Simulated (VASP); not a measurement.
# SiO2 (Fddd) in VASP: a series of runs

SiO2 is run at these levels: r2SCAN; tasks: single point.

Program: VASP 6.6.1. These are calculated values, not measurements. Logs are shortened: lines on timing, memory, paths and dates and some standing lists are left out, and cuts for length are marked.

## (1) The cell of the first run

It takes space group Fddd (No. 70, orthorhombic). Conventional cell: a = 4.544 Å, b = 9.070 Å, c = 14.467 Å, α = 90.00°, β = 90.00°, γ = 90.00°. Si (site symmetry 2) has 4 O at 1.56 to 1.60 Å within 2.1 Å. Within 2.1 Å of O (site symmetry -1) lie 2 Si at 1.56 Å. Within 2.1 Å of O (site symmetry 2) lie 2 Si at 1.60 Å.

## (2) Single point, r2SCAN (12.42 Å³/atom)

File POSCAR:

```
SiO2
1.0
    0.0000000000      4.5349106941      7.2333222105
    2.2718808382      0.0000000000      7.2333222105
    2.2718808382      4.5349106941      0.0000000000
Si O
4 8
Direct
    0.5616036428      0.5616036428      0.9383963572
    0.3116036428      0.3116036428      0.6883963572
    0.6883963572      0.6883963572      0.3116036428
    0.9383963572      0.9383963572      0.5616036428
    0.6250000000      0.1250000000      0.6250000000
    0.6250000000      0.6250000000      0.1250000000
    0.6250000000      0.6250000000      0.6250000000
    0.1250000000      0.6250000000      0.6250000000
    0.1745862313      0.8254137687      0.1745862313
    0.8254137687      0.1745862313      0.8254137687
    0.4245862313      0.0754137687      0.4245862313
    0.0754137687      0.4245862313      0.0754137687
```

File INCAR.step1:

```
ALGO     = Normal         # electronic algorithm
EDIFF    = 1E-4           # SCF threshold, eV
ENCUT    = 520            # plane-wave cutoff, eV
GGA      = PE             # functional
ISMEAR   = 0              # smearing method
LASPH    = True           # aspherical terms in the spheres
LCHARG   = False          # write CHGCAR
LREAL    = False          # projectors in reciprocal space
LWAVE    = True           # write WAVECAR
NBANDS   = 44             # bands
NELM     = 80             # most SCF steps
PREC     = Accurate       # precision mode
SIGMA    = 0.02           # smearing width, eV
```

File INCAR.step2:

```
ALGO     = Normal         # electronic algorithm
EDIFF    = 1E-6           # SCF threshold, eV
ENCUT    = 520            # plane-wave cutoff, eV
ISIF     = 2              # what is computed and relaxed
ISMEAR   = 0              # smearing method
ISTART   = 1            
LASPH    = True           # aspherical terms in the spheres
LCHARG   = True           # write CHGCAR
LELF     = True           # ELF
LMIXTAU  = True         
LREAL    = False          # projectors in reciprocal space
LVHAR    = True         
LWAVE    = False          # write WAVECAR
METAGGA  = R2SCAN         # meta-GGA
NBANDS   = 44             # bands
NELM     = 80             # most SCF steps
PREC     = Accurate       # precision mode
SIGMA    = 0.02           # smearing width, eV
```

File KPOINTS:

```
k-points
0
Gamma
  6 6 6
```

Potentials or basis: VASP PAW PBE potentials, release 64 (Si, O).

Command:

```console
cat potpaw_PBE.64/Si/POTCAR potpaw_PBE.64/O/POTCAR > POTCAR
cp INCAR.step1 INCAR
mpirun -np 1 vasp_std > vasp.out
cp INCAR.step2 INCAR
mpirun -np 1 vasp_std > vasp.out
```

OUTCAR:

```text
EDIFF = 1E-6
   ENCUT = 520
   ISIF = 2
   ISMEAR = 0
   ISTART = 1
   LASPH = True
   LREAL = False
   METAGGA = R2SCAN
   NELM = 80
   PREC = Accurate

 ion  position               nearest neighbor table
   1  0.562  0.562  0.938-   6 1.56   7 1.56   9 1.60  10 1.60   4 2.89   4 2.89   3 3.13   3 3.13

   2  0.312  0.312  0.688-   5 1.56   8 1.56  11 1.60  12 1.60   3 2.89   3 2.89   4 3.13   4 3.13

   3  0.688  0.688  0.312-   6 1.56   7 1.56  11 1.60  12 1.60   2 2.89   2 2.89   1 3.13   1 3.13

   4  0.938  0.938  0.562-   5 1.56   8 1.56   9 1.60  10 1.60   1 2.89   1 2.89   2 3.13   2 3.13

   5  0.625  0.125  0.625-   2 1.56   4 1.56
   6  0.625  0.625  0.125-   1 1.56   3 1.56
   7  0.625  0.625  0.625-   1 1.56   3 1.56
   8  0.125  0.625  0.625-   2 1.56   4 1.56
   9  0.175  0.825  0.175-   1 1.60   4 1.60
  10  0.825  0.175  0.825-   1 1.60   4 1.60
  11  0.425  0.075  0.425-   2 1.60   3 1.60
  12  0.075  0.425  0.075-   2 1.60   3 1.60

  LATTYP: Found a face centered orthorhombic cell.
 ALAT       =     4.5437616764
 B/A-ratio  =     1.9961041168
 C/A-ratio  =     3.1838475368

  Lattice vectors:

 A1 = (   0.0000000000,   4.5349106941,   7.2333222105)
 A2 = (   2.2718808382,   0.0000000000,   7.2333222105)
 A3 = (   2.2718808382,   4.5349106941,   0.0000000000)

Analysis of symmetry for initial positions (statically):
=====================================================================
 Subroutine PRICEL returns:
 Original cell was already a primitive cell.

 Routine SETGRP: Setting up the symmetry group for a
 face centered orthorhombic supercell.

 Subroutine GETGRP returns: Found  8 space group operations
 (whereof  4 operations were pure point group operations)
 out of a pool of  8 trial point group operations.

The static configuration has the point symmetry D_2 .
 The point group associated with its full space group is D_2h.

Analysis of symmetry for dynamics (positions and initial velocities):
=====================================================================
 Subroutine PRICEL returns:
 Original cell was already a primitive cell.

 Routine SETGRP: Setting up the symmetry group for a
 face centered orthorhombic supercell.

 Subroutine GETGRP returns: Found  8 space group operations
 (whereof  4 operations were pure point group operations)
 out of a pool of  8 trial point group operations.

The dynamic configuration has the point symmetry D_2 .
 The point group associated with its full space group is D_2h.

 Subroutine INISYM returns: Found  8 space group operations
 (whereof  4 operations are pure point group operations),
 and found     1 'primitive' translations

----------------------------------------------------------------------------------------

                                     Primitive cell

  volume of cell :     149.0466

  direct lattice vectors                    reciprocal lattice vectors
     0.000000000  4.534910694  7.233322210    -0.220081965  0.110255754  0.069124530
     2.271880838  0.000000000  7.233322210     0.220081965 -0.110255754  0.069124530
     2.271880838  4.534910694  0.000000000     0.220081965  0.110255754 -0.069124530

  length of vectors
     8.537351182  7.581714367  5.072164976     0.255676756  0.255676756  0.255676756

  position of ions in fractional coordinates (direct lattice)
     0.561603643  0.561603643  0.938396357
     0.311603643  0.311603643  0.688396357
     0.688396357  0.688396357  0.311603643
     0.938396357  0.938396357  0.561603643
     0.625000000  0.125000000  0.625000000
     0.625000000  0.625000000  0.125000000
     0.625000000  0.625000000  0.625000000
     0.125000000  0.625000000  0.625000000
     0.174586231  0.825413769  0.174586231
     0.825413769  0.174586231  0.825413769
     0.424586231  0.075413769  0.424586231
     0.075413769  0.424586231  0.075413769

  ion indices of the primitive-cell ions
   primitive index   ion index
                 1           1
                 2           2
                 3           3
                 4           4
                 5           5
                 6           6
                 7           7
                 8           8
                 9           9
                10          10
                11          11
                12          12

----------------------------------------------------------------------------------------

 KPOINTS: k-points

Automatic generation of k-mesh.
 Grid dimensions read from file:
 generate k-points for:    6    6    6

 Generating k-lattice:

  Cartesian coordinates                     Fractional coordinates (reciprocal lattice)
    -0.036680328  0.018375959  0.011520755     0.166666667  0.000000000  0.000000000
     0.036680328 -0.018375959  0.011520755    -0.000000000  0.166666667 -0.000000000
     0.036680328  0.018375959 -0.011520755     0.000000000  0.000000000  0.166666667

  Length of vectors
     0.042612793  0.042612793  0.042612793

  Shift w.r.t. Gamma in fractional coordinates (k-lattice)
     0.000000000  0.000000000  0.000000000

 Subroutine IBZKPT returns following result:
 ===========================================

 Found     46 irreducible k-points:

 Following reciprocal coordinates:
            Coordinates               Weight
  0.000000  0.000000  0.000000      1.000000
  0.166667  0.000000  0.000000      8.000000
  0.333333  0.000000  0.000000      8.000000
  0.500000  0.000000  0.000000      4.000000
  0.166667  0.166667  0.000000      2.000000
  0.333333  0.166667  0.000000      8.000000
[... 16 lines left out ...]
 -0.166667  0.166667  0.166667      8.000000
  0.500000  0.333333  0.166667      4.000000
 [... further k-points ...]
   k-points           NKPTS =     46   k-points in BZ     NKDIM =     46   number of bands    NBANDS=     44
   number of dos      NEDOS =    301   number of ions     NIONS =     12
   total plane-waves  NPLWV = 143360
   dimension x,y,z NGX =    64 NGY =   56 NGZ =   40
   dimension x,y,z NGXF=   128 NGYF=  112 NGZF=   80
   ions per type =               4   8
   NGX,Y,Z   is equivalent  to a cutoff of  12.46, 12.28, 13.11 a.u.
   NGXF,Y,Z  is equivalent  to a cutoff of  24.93, 24.56, 26.22 a.u.
 SYSTEM =  unknown system
   PREC   = accura    normal or accurate (medium, high low for compatibility)
   ISTART =      1    job   : 0-new  1-cont  2-samecut
   ICHARG =      0    charge: 1-file 2-atom 10-const
   ISPIN  =      1    spin polarized calculation?
   LNONCOLLINEAR =      F non collinear calculations
   LSORBIT =      F    spin-orbit coupling
   LASPH  =      T    aspherical Exc in radial PAW
   ENCUT  =  520.0 eV  38.22 Ry    6.18 a.u.  15.87 14.10  9.43*2*pi/ulx,y,z
   NELM   =     80;   NELMIN=  2; NELMDL=  0     # of ELM steps
   EDIFF  = 0.1E-05   stopping-criterion for ELM
   LREAL  =      F    real-space projection
   EDIFFG = 0.1E-04   stopping-criterion for IOM
   NSW    =      0    number of steps for IOM
   IBRION =     -1    ionic relax: 0-MD 1-quasi-New 2-CG
   NFREE  =      0    steps in history (QN), initial steepest desc. (CG)
   ISIF   =      2    stress and relaxation
   ISYM   =      2    0-nonsym 1-usesym 2-fastsym
   POTIM  = 0.5000    time-step for ionic-motion
   TEBEG  =    0.0;   TEEND  =   0.0 temperature during run
   PSTRESS=    0.0 pullay stress
   NELECT =      64.0000    total number of electrons
   NUPDOWN=      -1.0000    fix difference up-down
   EMIN   =  10.00;   EMAX   =-10.00  energy-range for DOS
   EFERMI =   0.00;   METHOD = LEGACY
   ISMEAR =     0;   SIGMA  =   0.02  broadening in eV -4-tet -1-fermi 0-gaus
   EFERMI_NEDOS =   21; number of points for ismear=-14 and -15
   IALGO  =     38    algorithm
   IMIX   =      4    mixing-type and parameters
     AMIX     =   0.40;   BMIX     =  1.00
     AMIX_MAG =   1.60;   BMIX_MAG =  1.00
  volume/ion in A,a.u.               =      12.42        83.82
  Fermi-wavevector in a.u.,A,eV,Ry     =   1.235077  2.333958 20.754542  1.525416
  Thomas-Fermi vector in A             =   2.369741
   LORBIT       =      0    0 simple, 1 ext, 2 COOP (PROOUT), +10 PAW based schemes
   METAGGA = R2SCAN    functional components
   LHFCALC =     F    Hartree Fock is set to
   AEXX    =    0.0000 exact exchange contribution
   IVDW    =     0    specifies the selected vdW correction
   LEPSILON=     F    determine dielectric tensor
   LRPA    =     F    only Hartree local field effects (RPA)
 non-spin polarized calculation
 Gauss-broadening in eV      SIGMA  =   0.02
  energy-cutoff  :      520.00
  volume of cell :      149.05
 maximum number of plane-waves:      4050
   NGX = 31   NGY = 29   NGZ = 19

 number of electron      64.0000003 magnetization

 Free energy of the ion-electron system (eV)
  ---------------------------------------------------
  ext. energy  EPLUGINS =         0.00000000
  ---------------------------------------------------
  free energy    TOTEN  =      -118.44323747 eV

  energy without entropy =     -118.44323747  energy(sigma->0) =     -118.44323747

 E-fermi :   0.8628     XC(G=0):  -9.6842

 val. band max:        0.7394568604   @ k =   0.0000   0.0000   0.0000
 cond. band min:       7.3906262127   @ k =   0.0000   0.0000   0.0000
 fundamental gap:      6.6511693523
 Fermi energy:         0.8627863269

 k-point     1 :       0.0000    0.0000    0.0000
  band No.  band energies     occupation
      1     -20.0420      2.00000
      2     -19.0455      2.00000
      3     -19.0086      2.00000
      4     -17.8421      2.00000
      5     -17.7569      2.00000
      6     -17.7501      2.00000
[... 36 lines left out ...]
     43      14.2614      0.00000
     44      14.6714      0.00000

 k-point     2 :       0.1667    0.0000    0.0000
  band No.  band energies     occupation
      1     -19.9394      2.00000
      2     -19.1524      2.00000
      3     -18.8730      2.00000
      4     -17.8862      2.00000
      5     -17.8346      2.00000
      6     -17.7696      2.00000
[... 1026 lines left out ...]
 k-point    24 :       0.5000    0.3333    0.1667
  band No.  band energies     occupation
      1     -19.8570      2.00000
      2     -19.5212      2.00000
      3     -18.4743      2.00000
      4     -18.0329      2.00000
      5     -17.8313      2.00000
      6     -17.7803      2.00000
[... 36 lines left out ...]
     43      14.6476      0.00000
     44      14.6984      0.00000

 [... further k-points ...]
[... 5 lines left out ...]
  --------------------------------------------------------------------------------------
  -------------------------------------------------------------------------------------
  Total       13.0414182     12.7074237     12.9311925      0.0000000      0.0000000      0.0000000
  in kB      140.1887971    136.5985217    139.0039251      0.0000000      0.0000000      0.0000000
  external PRESSURE =     138.5970813 kB  Pullay stress =       0.0000000 kB

 VOLUME and BASIS-vectors are now :
 -----------------------------------------------------------------------------
  energy-cutoff  :      520.00
  volume of cell :      149.05
      direct lattice vectors                 reciprocal lattice vectors
     0.000000000  4.534910694  7.233322210    -0.220081965  0.110255754  0.069124530
     2.271880838  0.000000000  7.233322210     0.220081965 -0.110255754  0.069124530
     2.271880838  4.534910694  0.000000000     0.220081965  0.110255754 -0.069124530

 POSITION                                       TOTAL-FORCE (eV/Angst)
 -----------------------------------------------------------------------------------
      3.40782      6.80237      8.12452         0.000000     -0.000000      0.064475
      2.27188      4.53491      4.50786        -0.000000      0.000000      0.064475
      2.27188      4.53491      9.95879        -0.000000      0.000000     -0.064475
      3.40782      6.80237     13.57545         0.000000     -0.000000     -0.064475
      1.70391      5.66864      5.42499         0.000000      0.000000      0.000000
      1.70391      3.40118      9.04165         0.000000      0.000000     -0.000000
      2.83985      5.66864      9.04165        -0.000000     -0.000000     -0.000000
      2.83985      3.40118      5.42499        -0.000000      0.000000      0.000000
      2.27188      1.58347      7.23332        -0.000000     -0.007894     -0.000000
      2.27188      7.48636      7.23332        -0.000000      0.007894     -0.000000
      1.13594      3.85092      3.61666         0.000000     -0.007894      0.000000
      1.13594      0.68399      3.61666         0.000000      0.007894      0.000000
 -----------------------------------------------------------------------------------
    total drift:                               -0.000000     -0.000000     -0.000000

  FREE ENERGIE OF THE ION-ELECTRON SYSTEM (eV)
  ---------------------------------------------------
  free  energy   TOTEN  =      -118.4432374666 eV

  energy  without entropy=     -118.4432374666  energy(sigma->0) =     -118.44323747
```

Run time: 56 min. Hardware: 1 thread of Intel Xeon 8259CL, shared host; peak memory 0.53 GiB.

Results:

```
Free energy            : -118.4432 eV
Pressure               : 13.9 GPa
Largest force          : 0.064 eV/Å
Band gap on the k mesh : 6.65 eV
```

Forces on the atoms (eV/Å):
```
Si   0.000  0.000  0.064
Si   0.000  0.000  0.064
Si   0.000  0.000 -0.064
Si   0.000  0.000 -0.064
O    0.000  0.000  0.000
O    0.000  0.000  0.000
O    0.000  0.000  0.000
O    0.000  0.000  0.000
O    0.000 -0.008  0.000
O    0.000  0.008  0.000
O    0.000 -0.008  0.000
O    0.000  0.008  0.000
```

Stress tensor (GPa, compression positive):
```
14.02  0.00  0.00
 0.00 13.66  0.00
 0.00  0.00 13.90
```

Caveat: the cell stands under pressure; the PAW data sets were made with another functional, which shifts forces and pressure a little.

## (3) Single point, r2SCAN

This run uses another cell than the first one, of 11.30 Å³/atom.

File POSCAR:

```
SiO2
1.0
    0.0000000000      4.3503658186      7.2619795132
    2.1469154928      0.0000000000      7.2619795132
    2.1469154928      4.3503658186      0.0000000000
Si O
4 8
Direct
    0.5602521606      0.5602521606      0.9397478394
    0.3102521606      0.3102521606      0.6897478394
    0.6897478394      0.6897478394      0.3102521606
    0.9397478394      0.9397478394      0.5602521606
    0.6250000000      0.1250000000      0.6250000000
    0.6250000000      0.6250000000      0.1250000000
    0.6250000000      0.6250000000      0.6250000000
    0.1250000000      0.6250000000      0.6250000000
    0.1624043142      0.8375956858      0.1624043142
    0.8375956858      0.1624043142      0.8375956858
    0.4124043142      0.0875956858      0.4124043142
    0.0875956858      0.4124043142      0.0875956858
```

File INCAR.step1:

```
SYSTEM = SiO2
PREC = Accurate ; ENCUT = 520
ISMEAR = 0 ; SIGMA = 0.02
LREAL = .False. ; LASPH = .True.
NELM = 60 ; NBANDS = 44
GGA = PE ; ALGO = Normal
EDIFF = 1E-4 ; LWAVE = .True.
LCHARG = .False.
```

File INCAR.step2:

```
SYSTEM = SiO2
PREC = Accurate ; ENCUT = 520
EDIFF = 1E-6 ; ISMEAR = 0
SIGMA = 0.02 ; LREAL = .False.
LASPH = .True. ; NELM = 60
ALGO = Normal ; ISIF = 2
LWAVE = .False. ; LCHARG = .True.
METAGGA = R2SCAN ; LMIXTAU = .True.
LELF = .True. ; LVHAR = .True.
NBANDS = 44 ; ISTART = 1
```

File KPOINTS:

```
Automatic mesh
0
Gamma
  6 6 6
  0 0 0
```

Potentials or basis: VASP PAW PBE potentials, release 64 (Si, O).

Command:

```console
cat potpaw_PBE.64/Si/POTCAR potpaw_PBE.64/O/POTCAR > POTCAR
cp INCAR.step1 INCAR
mpirun -np 1 vasp_std > vasp.out
cp INCAR.step2 INCAR
mpirun -np 1 vasp_std > vasp.out
```

Run time: 19 min. Hardware: 1 thread of Intel Xeon Platinum 8375C at 2.90GHz (Ice Lake), shared host; peak memory 0.49 GiB.

Results (log left out):

| Property | Result |
| --- | --- |
| Free energy | -116.6003 eV |
| Pressure | 30.3 GPa |
| Largest force | 0.098 eV/Å |
| Band gap on the k mesh | 6.46 eV |

Forces in eV/Å, atoms in the order of the input:
```
Si   0.000  0.000  0.098
Si   0.000  0.000  0.098
Si   0.000  0.000 -0.098
Si   0.000  0.000 -0.098
O    0.000  0.000  0.000
O    0.000  0.000  0.000
O    0.000  0.000  0.000
O    0.000  0.000  0.000
O    0.000 -0.013  0.000
O    0.000  0.013  0.000
O    0.000 -0.013  0.000
O    0.000  0.013  0.000
```

Stress tensor (GPa, compression positive):
```
30.48  0.00  0.00
 0.00 30.02  0.00
 0.00  0.00 30.38
```

Levels at points of the mesh, in eV from the valence-band top:
| k point | band 30 | band 31 | band 32 | band 33 | band 34 | band 35 |
| --- | --- | --- | --- | --- | --- | --- |
| (0.00, 0.00, 0.00) | -0.66 | -0.15 | 0.00 | 6.46 | 8.95 | 9.21 |
| (0.50, 0.00, 0.00) | -0.90 | -0.60 | -0.20 | 9.12 | 9.86 | 10.29 |
| (0.50, 0.50, 0.00) | -1.12 | -0.08 | -0.08 | 7.69 | 7.69 | 9.76 |
| (0.50, 0.00, 0.50) | -1.53 | -0.71 | -0.71 | 8.37 | 8.37 | 10.22 |
| (0.00, 0.50, 0.50) | -1.38 | -0.58 | -0.58 | 9.20 | 9.20 | 9.23 |

Caveat: the cell stands under pressure; the PAW data sets were made with another functional, which shifts forces and pressure a little.

[end of part 1 of 2]
